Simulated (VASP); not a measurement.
The system is Ge.

```xyz
1
Lattice="1.3971 -2.6005 0.0000 1.3971 2.6005 0.0000 0.0000 0.0000 2.6982" Properties=species:S:1:pos:R:3 pbc="T T T"
Ge    1.3971    0.0000    0.0000
```

| Item | Value |
| --- | --- |
| Program | VASP 6.6.1 |
| Task | relaxation of cell and atoms |
| Functional | LDA |
| Potentials or basis | VASP PAW LDA potentials, release 64 (Ge_d) |
| Cutoff | 600 eV |
| k mesh | 11 × 11 × 10 |
| Occupations | fermi-dirac, width 0.05 eV |
| Spin | no spin polarisation |

At the start: pressure -5.7 GPa; volume 19.61 Å³/atom.

Question: How do energy, volume and symmetry change on relaxing?

Answer: Over 12 steps the energy falls by 34.2 meV/atom and the volume is 17.98 Å³/atom (-8.3 %); space group Cmmm (No. 65, to 0.1 Å) before, P6/mmm (No. 191, to 0.1 Å).

The path:
| step | energy change (eV) | largest force (eV/Å) | pressure (GPa) | volume (Å³) |
| --- | --- | --- | --- | --- |
| 1 | 0.0000 | 0.0000 | -5.68 | 19.61 |
| 2 | -0.0306 | 0.0000 | 1.63 | 17.70 |
| 3 | -0.0318 | 0.0000 | 0.31 | 17.99 |
| 4 | -0.0317 | 0.0000 | 0.03 | 18.03 |
| 5 | -0.0333 | 0.0000 | -0.12 | 18.04 |
| 6 | -0.0339 | 0.0000 | -0.19 | 18.04 |
| 7 | -0.0342 | 0.0000 | -0.27 | 18.05 |
| 8 | -0.0342 | 0.0000 | -0.24 | 18.05 |
| 9 | -0.0342 | 0.0000 | -0.25 | 18.05 |
| 10 | -0.0342 | 0.0000 | 0.36 | 17.95 |
| 11 | -0.0342 | 0.0000 | -0.09 | 17.99 |
| 12 | -0.0342 | 0.0000 | 0.04 | 17.98 |

Final structure:
```
Ge
1.0
     1.38773   -2.44506    0.00000
     1.38773    2.44506    0.00000
     0.00000    0.00000    2.64986
Ge
1
Direct
  0.50000 0.50000 0.00000
```
